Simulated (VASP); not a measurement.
# Ga2O3 (R-3c) in VASP: further runs

The runs below take Ga2O3 through single point, relaxation of cell and atoms, with LDA.

Program: VASP 6.6.1. These are calculated values, not measurements. Logs are shortened: lines on timing, memory, paths and dates and some standing lists are left out, and cuts for length are marked.

### 1 The cell of the first run

Symmetry: R-3c, No. 167, trigonal system. Conventional cell: a = 4.950 Å, b = 4.950 Å, c = 13.306 Å, α = 90.00°, β = 90.00°, γ = 120.00°. Ga (site symmetry 3) has 6 O at 1.91 to 2.06 Å within 2.5 Å. O (site symmetry 2) has 4 Ga at 1.91 to 2.06 Å within 2.5 Å.

### 2 Single point, LDA

INCAR reads:

```
  PREC = Accurate
  ENCUT = 520
  EDIFF = 1E-6
  ISMEAR = 0
  SIGMA = 0.01
  LREAL = F
  LASPH = T
  NELM = 60
  ALGO = Normal
  ISIF = 2
  LWAVE = F
  LCHARG = F
  NBANDS = 55
```

KPOINTS reads:

```
Automatic mesh
0
Gamma
  5 5 5
```

POSCAR reads:

```
Ga2O3
1.0
    2.4749322685      1.4289028114      4.4354506247
   -2.4749322685      1.4289028114      4.4354506247
    0.0000000000     -2.8578056229      4.4354506247
Ga O
4 6
Direct
    0.8557614203      0.8557614203      0.8557614203
    0.6442385797      0.6442385797      0.6442385797
    0.1442385797      0.1442385797      0.1442385797
    0.3557614203      0.3557614203      0.3557614203
    0.7500000000      0.4472111533      0.0527888467
    0.4472111533      0.0527888467      0.7500000000
    0.0527888467      0.7500000000      0.4472111533
    0.2500000000      0.5527888467      0.9472111533
    0.9472111533      0.2500000000      0.5527888467
    0.5527888467      0.9472111533      0.2500000000
```

Potentials or basis: VASP PAW LDA potentials, release 64 (Ga_d, O).

The run is started by

```sh
$ cat potpaw_LDA.64/Ga_d/POTCAR potpaw_LDA.64/O/POTCAR > POTCAR
$ mpirun -np 1 vasp_std > vasp.out
```

OUTCAR:

```text
PREC = Accurate
   ENCUT = 520
   EDIFF = 1E-6
   ISMEAR = 0
   LREAL = F
   LASPH = T
   NELM = 60
   ISIF = 2

 ion  position               nearest neighbor table
   1  0.856  0.856  0.856-   9 1.91  10 1.91   8 1.91   5 2.06   6 2.06   7 2.06   2 2.81   3 2.92
                             3 2.92   3 2.92
   2  0.644  0.644  0.644-   8 1.91  10 1.91   9 1.91   7 2.06   6 2.06   5 2.06   1 2.81   4 2.92
                             4 2.92   4 2.92
   3  0.144  0.144  0.144-   7 1.91   6 1.91   5 1.91   8 2.06  10 2.06   9 2.06   4 2.81   1 2.92
                             1 2.92   1 2.92
   4  0.356  0.356  0.356-   5 1.91   6 1.91   7 1.91   9 2.06  10 2.06   8 2.06   3 2.81   2 2.92
                             2 2.92   2 2.92
   5  0.750  0.447  0.053-   4 1.91   3 1.91   1 2.06   2 2.06
   6  0.447  0.053  0.750-   3 1.91   4 1.91   1 2.06   2 2.06
   7  0.053  0.750  0.447-   3 1.91   4 1.91   2 2.06   1 2.06
   8  0.250  0.553  0.947-   2 1.91   1 1.91   3 2.06   4 2.06
   9  0.947  0.250  0.553-   1 1.91   2 1.91   4 2.06   3 2.06
  10  0.553  0.947  0.250-   1 1.91   2 1.91   3 2.06   4 2.06

  LATTYP: Found a trigonal (rhomboedric) cell.
 ALAT       =     5.2763884639
 COS(alpha) =     0.5599691681

  Lattice vectors:

 A1 = (   2.4749322685,   1.4289028114,   4.4354506247)
 A2 = (  -2.4749322685,   1.4289028114,   4.4354506247)
 A3 = (   0.0000000000,  -2.8578056229,   4.4354506247)

Analysis of symmetry for initial positions (statically):
=====================================================================
 Subroutine PRICEL returns:
 Original cell was already a primitive cell.

 Routine SETGRP: Setting up the symmetry group for a
 trigonal (rhombohedral) supercell.

 Subroutine GETGRP returns: Found 12 space group operations
 (whereof  6 operations were pure point group operations)
 out of a pool of 12 trial point group operations.

The static configuration has the point symmetry S_6 .
 The point group associated with its full space group is D_3d.

Analysis of symmetry for dynamics (positions and initial velocities):
=====================================================================
 Subroutine PRICEL returns:
 Original cell was already a primitive cell.

 Routine SETGRP: Setting up the symmetry group for a
 trigonal (rhombohedral) supercell.

 Subroutine GETGRP returns: Found 12 space group operations
 (whereof  6 operations were pure point group operations)
 out of a pool of 12 trial point group operations.

The dynamic configuration has the point symmetry S_6 .
 The point group associated with its full space group is D_3d.

 Subroutine INISYM returns: Found 12 space group operations
 (whereof  6 operations are pure point group operations),
 and found     1 'primitive' translations

----------------------------------------------------------------------------------------

                                     Primitive cell

  volume of cell :      94.1142

  direct lattice vectors                    reciprocal lattice vectors
     2.474932268  1.428902811  4.435450625     0.202025731  0.116639610  0.075152078
    -2.474932268  1.428902811  4.435450625    -0.202025731  0.116639610  0.075152078
     0.000000000 -2.857805623  4.435450625     0.000000000 -0.233279220  0.075152078

  length of vectors
     5.276388464  5.276388464  5.276388464     0.245085759  0.245085759  0.245085759

  position of ions in fractional coordinates (direct lattice)
     0.855761420  0.855761420  0.855761420
     0.644238580  0.644238580  0.644238580
     0.144238580  0.144238580  0.144238580
     0.355761420  0.355761420  0.355761420
     0.750000000  0.447211153  0.052788847
     0.447211153  0.052788847  0.750000000
     0.052788847  0.750000000  0.447211153
     0.250000000  0.552788847  0.947211153
     0.947211153  0.250000000  0.552788847
     0.552788847  0.947211153  0.250000000

  ion indices of the primitive-cell ions
   primitive index   ion index
                 1           1
                 2           2
                 3           3
                 4           4
                 5           5
                 6           6
                 7           7
                 8           8
                 9           9
                10          10

----------------------------------------------------------------------------------------

 KPOINTS: Automatic mesh

Automatic generation of k-mesh.
 Grid dimensions read from file:
 generate k-points for:    5    5    5

 Generating k-lattice:

  Cartesian coordinates                     Fractional coordinates (reciprocal lattice)
     0.040405146  0.023327922  0.015030416     0.200000000  0.000000000  0.000000000
    -0.040405146  0.023327922  0.015030416     0.000000000  0.200000000  0.000000000
     0.000000000 -0.046655844  0.015030416    -0.000000000 -0.000000000  0.200000000

  Length of vectors
     0.049017152  0.049017152  0.049017152

  Shift w.r.t. Gamma in fractional coordinates (k-lattice)
     0.000000000  0.000000000  0.000000000

 Subroutine IBZKPT returns following result:
 ===========================================

 Found     19 irreducible k-points:

 Following reciprocal coordinates:
            Coordinates               Weight
  0.000000  0.000000  0.000000      1.000000
  0.200000  0.000000  0.000000      6.000000
  0.400000  0.000000  0.000000      6.000000
  0.200000  0.200000  0.000000      6.000000
  0.400000  0.200000  0.000000     12.000000
 -0.400000  0.200000  0.000000     12.000000
[... 11 lines left out ...]
  0.400000  0.400000  0.400000      2.000000
 -0.400000  0.400000  0.400000      6.000000
   k-points           NKPTS =     19   k-points in BZ     NKDIM =     19   number of bands    NBANDS=     55
   number of dos      NEDOS =    301   number of ions     NIONS =     10
   total plane-waves  NPLWV =  64000
   dimension x,y,z NGX =    40 NGY =   40 NGZ =   40
   dimension x,y,z NGXF=    80 NGYF=   80 NGZF=   80
   ions per type =               4   6
   NGX,Y,Z   is equivalent  to a cutoff of  12.60, 12.60, 12.60 a.u.
   NGXF,Y,Z  is equivalent  to a cutoff of  25.21, 25.21, 25.21 a.u.
 SYSTEM =  unknown system
   PREC   = accura    normal or accurate (medium, high low for compatibility)
   ISTART =      0    job   : 0-new  1-cont  2-samecut
   ICHARG =      2    charge: 1-file 2-atom 10-const
   ISPIN  =      1    spin polarized calculation?
   LNONCOLLINEAR =      F non collinear calculations
   LSORBIT =      F    spin-orbit coupling
   LASPH  =      T    aspherical Exc in radial PAW
   ENCUT  =  520.0 eV  38.22 Ry    6.18 a.u.   9.81  9.81  9.81*2*pi/ulx,y,z
   NELM   =     60;   NELMIN=  2; NELMDL= -5     # of ELM steps
   EDIFF  = 0.1E-05   stopping-criterion for ELM
   LREAL  =      F    real-space projection
   EDIFFG = 0.1E-04   stopping-criterion for IOM
   NSW    =      0    number of steps for IOM
   IBRION =     -1    ionic relax: 0-MD 1-quasi-New 2-CG
   NFREE  =      0    steps in history (QN), initial steepest desc. (CG)
   ISIF   =      2    stress and relaxation
   ISYM   =      2    0-nonsym 1-usesym 2-fastsym
   POTIM  = 0.5000    time-step for ionic-motion
   TEBEG  =    0.0;   TEEND  =   0.0 temperature during run
   PSTRESS=    0.0 pullay stress
   NELECT =      88.0000    total number of electrons
   NUPDOWN=      -1.0000    fix difference up-down
   EMIN   =  10.00;   EMAX   =-10.00  energy-range for DOS
   EFERMI =   0.00;   METHOD = LEGACY
   ISMEAR =     0;   SIGMA  =   0.01  broadening in eV -4-tet -1-fermi 0-gaus
   EFERMI_NEDOS =   21; number of points for ismear=-14 and -15
   IALGO  =     38    algorithm
   IMIX   =      4    mixing-type and parameters
     AMIX     =   0.40;   BMIX     =  1.00
     AMIX_MAG =   1.60;   BMIX_MAG =  1.00
  volume/ion in A,a.u.               =       9.41        63.51
  Fermi-wavevector in a.u.,A,eV,Ry     =   1.600850  3.025168 34.867945  2.562722
  Thomas-Fermi vector in A             =   2.697921
   LORBIT       =      0    0 simple, 1 ext, 2 COOP (PROOUT), +10 PAW based schemes
   GGA     = CA    functional components
   LHFCALC =     F    Hartree Fock is set to
   AEXX    =    0.0000 exact exchange contribution
   IVDW    =     0    specifies the selected vdW correction
   LEPSILON=     F    determine dielectric tensor
   LRPA    =     F    only Hartree local field effects (RPA)
 non-spin polarized calculation
 Gauss-broadening in eV      SIGMA  =   0.01
  energy-cutoff  :      520.00
  volume of cell :       94.11
 maximum number of plane-waves:      2551
   NGX = 19   NGY = 19   NGZ = 19

 number of electron      87.9999985 magnetization

 Free energy of the ion-electron system (eV)
  ---------------------------------------------------
  ext. energy  EPLUGINS =         0.00000000
  ---------------------------------------------------
  free energy    TOTEN  =       -68.26602350 eV

  energy without entropy =      -68.26602350  energy(sigma->0) =      -68.26602350

 E-fermi :   4.6018     XC(G=0): -12.8972

 val. band max:        4.5379919778   @ k =  -0.2000   0.2000   0.0000
 cond. band min:       7.6069803847   @ k =   0.0000   0.0000   0.0000
 fundamental gap:      3.0689884069
 Fermi energy:         4.6018071567

 k-point     1 :       0.0000    0.0000    0.0000
  band No.  band energies     occupation
      1     -14.4707      2.00000
      2     -12.2938      2.00000
      3     -12.2938      2.00000
      4     -12.2378      2.00000
      5     -12.2189      2.00000
      6     -12.2189      2.00000
[... 47 lines left out ...]
     54      15.6559      0.00000
     55      16.9561      0.00000

 k-point     2 :       0.2000    0.0000    0.0000
  band No.  band energies     occupation
      1     -14.2768      2.00000
      2     -12.4862      2.00000
      3     -12.3110      2.00000
      4     -12.2991      2.00000
      5     -12.2408      2.00000
      6     -12.2089      2.00000
[... 47 lines left out ...]
     54      16.3019      0.00000
     55      16.7285      0.00000

 k-point     3 :       0.4000    0.0000    0.0000
  band No.  band energies     occupation
      1     -13.7486      2.00000
      2     -13.0592      2.00000
      3     -12.3457      2.00000
      4     -12.3319      2.00000
      5     -12.2530      2.00000
      6     -12.2353      2.00000
[... 862 lines left out ...]
 k-point    18 :       0.4000    0.4000    0.4000
  band No.  band energies     occupation
      1     -13.8293      2.00000
      2     -13.1594      2.00000
      3     -12.2710      2.00000
      4     -12.2710      2.00000
      5     -12.2479      2.00000
      6     -12.2479      2.00000
[... 47 lines left out ...]
     54      16.2826      0.00000
     55      17.4212      0.00000

 k-point    19 :      -0.4000    0.4000    0.4000
  band No.  band energies     occupation
      1     -13.4997      2.00000
      2     -13.3134      2.00000
      3     -12.4198      2.00000
      4     -12.3041      2.00000
      5     -12.2954      2.00000
      6     -12.2251      2.00000
[... 47 lines left out ...]
     54      16.9040      0.00000
     55      17.4677      0.00000

------------------------ aborting loop because EDIFF is reached ----------------------------------------

  FORCE on cell =-STRESS in cart. coord.  units (eV):
  Direction    XX          YY          ZZ          XY          YZ          ZX
  --------------------------------------------------------------------------------------
  -------------------------------------------------------------------------------------
  Total        1.3378849      1.3378849      1.0447454      0.0000000     -0.0000000      0.0000000
  in kB       22.7758366     22.7758366     17.7854981      0.0000000     -0.0000000      0.0000000
  external PRESSURE =      21.1123904 kB  Pullay stress =       0.0000000 kB

 VOLUME and BASIS-vectors are now :
 -----------------------------------------------------------------------------
  energy-cutoff  :      520.00
  volume of cell :       94.11
      direct lattice vectors                 reciprocal lattice vectors
     2.474932268  1.428902811  4.435450625     0.202025731  0.116639610  0.075152078
    -2.474932268  1.428902811  4.435450625    -0.202025731  0.116639610  0.075152078
     0.000000000 -2.857805623  4.435450625     0.000000000 -0.233279220  0.075152078

 POSITION                                       TOTAL-FORCE (eV/Angst)
 -----------------------------------------------------------------------------------
      0.00000     -0.00000     11.38706        -0.000000      0.000000     -0.017088
      0.00000     -0.00000      8.57247        -0.000000     -0.000000      0.017088
      0.00000     -0.00000      1.91929        -0.000000     -0.000000      0.017088
      0.00000     -0.00000      4.73389        -0.000000      0.000000     -0.017088
      0.74938      1.55984      5.54431        -0.012939      0.022410     -0.000000
      0.97617     -1.42890      5.54431         0.025877     -0.000000     -0.000000
     -1.72555     -0.13094      5.54431        -0.012939     -0.022410     -0.000000
     -0.74938     -1.55984      7.76204         0.012939     -0.022410     -0.000000
      1.72555      0.13094      7.76204         0.012939      0.022410     -0.000000
     -0.97617      1.42890      7.76204        -0.025877     -0.000000     -0.000000
 -----------------------------------------------------------------------------------
    total drift:                               -0.000000     -0.000000      0.000000

  FREE ENERGIE OF THE ION-ELECTRON SYSTEM (eV)
  ---------------------------------------------------
  free  energy   TOTEN  =       -68.2660234968 eV

  energy  without entropy=      -68.2660234968  energy(sigma->0) =      -68.26602350
```

It took 2 min on 1 thread of Intel Xeon 6975P-C, shared host; peak memory 0.24 GiB.

What came out:

```
Free energy            : -68.2660 eV
Pressure               : 2.1 GPa
Largest force          : 0.026 eV/Å
Band gap on the k mesh : 3.07 eV, indirect (least direct gap 3.33 eV)
```

Forces on the atoms (eV/Å):
```
Ga   0.000  0.000 -0.017
Ga   0.000  0.000  0.017
Ga   0.000  0.000  0.017
Ga   0.000  0.000 -0.017
O   -0.013  0.022  0.000
O    0.026  0.000  0.000
O   -0.013 -0.022  0.000
O    0.013 -0.022  0.000
O    0.013  0.022  0.000
O   -0.026  0.000  0.000
```

A k mesh can miss the band edges. A hybrid or GW would open this gap; LDA tends to underestimate it.

### 3 Relaxation of cell and atoms, LDA

This run uses another cell than the first one, of 9.70 Å³/atom, 1.030 times its volume.

INCAR reads:

```
SYSTEM = Ga2O3
PREC     = Accurate       ! precision mode
ENCUT    = 600            ! plane-wave cutoff, eV
EDIFF    = 1E-6           ! SCF threshold, eV
ISMEAR   = 0              ! smearing method
SIGMA    = 0.01           ! smearing width, eV
LREAL    = .False.        ! projectors in reciprocal space
LASPH    = .True.         ! aspherical terms in the spheres
NELM     = 80             ! most SCF steps
ALGO     = Normal         ! electronic algorithm
ISIF     = 3              ! what is computed and relaxed
LWAVE    = .False.        ! write WAVECAR
LCHARG   = .False.        ! write CHGCAR
IBRION   = 2              ! ionic algorithm
NSW      = 80             ! ionic steps
EDIFFG   = -0.001         ! ionic threshold
```

KPOINTS reads:

```
Automatic mesh
0
Gamma
  5 5 5
  0 0 0
```

POSCAR reads:

```
Ga2O3
1.0
    2.4986991939      1.4426246522      4.4835497685
   -2.4986991939      1.4426246522      4.4835497685
    0.0000000000     -2.8852493044      4.4835497685
Ga O
4 6
Direct
    0.8555855800      0.8555855800      0.8555855800
    0.6444144200      0.6444144200      0.6444144200
    0.1444144200      0.1444144200      0.1444144200
    0.3555855800      0.3555855800      0.3555855800
    0.7500000000      0.4468328200      0.0531671800
    0.4468328200      0.0531671800      0.7500000000
    0.0531671800      0.7500000000      0.4468328200
    0.2500000000      0.5531671800      0.9468328200
    0.9468328200      0.2500000000      0.5531671800
    0.5531671800      0.9468328200      0.2500000000
```

Potentials or basis: VASP PAW LDA potentials, release 64 (Ga_d, O).

The run is started by

```sh
$ cat potpaw_LDA.64/Ga_d/POTCAR potpaw_LDA.64/O/POTCAR > POTCAR
$ mpirun -np 1 vasp_std > vasp.out
```

Wall time 25 min (1 thread of Intel Xeon 6975P-C, shared host); peak memory 0.31 GiB.

The run converged. Its results:

| Property | Result |
| --- | --- |
| Free energy | -68.2960 eV |
| Relaxed volume | 9.47 Å³/atom |
| Relaxed cell | a = 5.286 Å, b = 5.286 Å, c = 5.286 Å, α = 55.98°, β = 55.98°, γ = 55.98° |
| Space group after relaxing (to 0.05 Å) | R-3c (No. 167) |
| Energy gained by relaxing | 3.8 meV/atom |
| Ionic steps | 29 |
| Pressure after relaxing | 0.0 GPa |
| Band gap on the k mesh | 3.00 eV, indirect (least direct gap 3.26 eV) |

The path:
| step | energy change (eV) | largest force (eV/Å) | pressure (GPa) | volume (Å³) |
| --- | --- | --- | --- | --- |
| 1 | 0.0000 | 0.0565 | -5.17 | 96.97 |
| 2 | -0.0011 | 0.0234 | 5.61 | 92.65 |
| 3 | -0.0375 | 0.0275 | -0.05 | 94.75 |
| 4 | -0.0375 | 0.0271 | 0.14 | 94.71 |
| 5 | -0.0378 | 0.0177 | 0.04 | 94.70 |
| 6 | -0.0378 | 0.0217 | 0.14 | 94.70 |
| 7 | -0.0379 | 0.0095 | -0.23 | 94.80 |
| 8 | -0.0379 | 0.0138 | -0.06 | 94.77 |
| 9 | -0.0379 | 0.0120 | -0.13 | 94.77 |
| 10 | -0.0379 | 0.0142 | -0.09 | 94.77 |
| 11 | -0.0379 | 0.0034 | -0.01 | 94.75 |
| 12 | -0.0379 | 0.0043 | -0.03 | 94.74 |
| 13 | -0.0379 | 0.0017 | 0.05 | 94.72 |
| 14 | -0.0379 | 0.0015 | 0.01 | 94.73 |
| 15 | -0.0379 | 0.0013 | 0.01 | 94.72 |
| 16 | -0.0379 | 0.0014 | 0.01 | 94.72 |
| 17 | -0.0379 | 0.0016 | 0.03 | 94.72 |
| 18 | -0.0379 | 0.0016 | 0.03 | 94.72 |
| 19 | -0.0379 | 0.0007 | -0.05 | 94.74 |
| 20 | -0.0379 | 0.0026 | 0.04 | 94.73 |
| 21 | -0.0379 | 0.0002 | -0.04 | 94.74 |
| 22 | -0.0379 | 0.0028 | -0.03 | 94.73 |
| 23 | -0.0379 | 0.0026 | 0.00 | 94.73 |
| 24 | -0.0379 | 0.0015 | 0.00 | 94.73 |
| 25 | -0.0379 | 0.0013 | 0.00 | 94.73 |
| 26 | -0.0379 | 0.0005 | -0.02 | 94.73 |
| 27 | -0.0379 | 0.0019 | 0.02 | 94.73 |
| 28 | -0.0379 | 0.0014 | 0.00 | 94.73 |
| 29 | -0.0379 | 0.0006 | -0.01 | 94.73 |

Final structure:
```xyz
10
Lattice="2.4810 1.4324 4.4427 -2.4810 1.4324 4.4427 0.0000 -2.8648 4.4427" Properties=species:S:1:pos:R:3 pbc="T T T"
Ga    0.0000    0.0000   11.4053
Ga    0.0000    0.0000    8.5869
Ga    0.0000    0.0000    1.9229
Ga    0.0000    0.0000    4.7412
O     0.7506    1.5648    5.5534
O     0.9799   -1.4324    5.5534
O    -1.7304   -0.1324    5.5534
O    -0.7506   -1.5648    7.7748
O     1.7304    0.1324    7.7748
O    -0.9799    1.4324    7.7748
```

Levels at points of the mesh, in eV from the valence-band top:
| k point | band 41 | band 42 | band 43 | band 44 | band 45 | band 46 | band 47 | band 48 |
| --- | --- | --- | --- | --- | --- | --- | --- | --- |
| (0.00, 0.00, 0.00) | -0.31 | -0.31 | -0.26 | -0.26 | 3.00 | 6.69 | 6.76 | 8.87 |

A k mesh can miss the band edges. As with any semilocal functional, this LDA gap is likely too small.
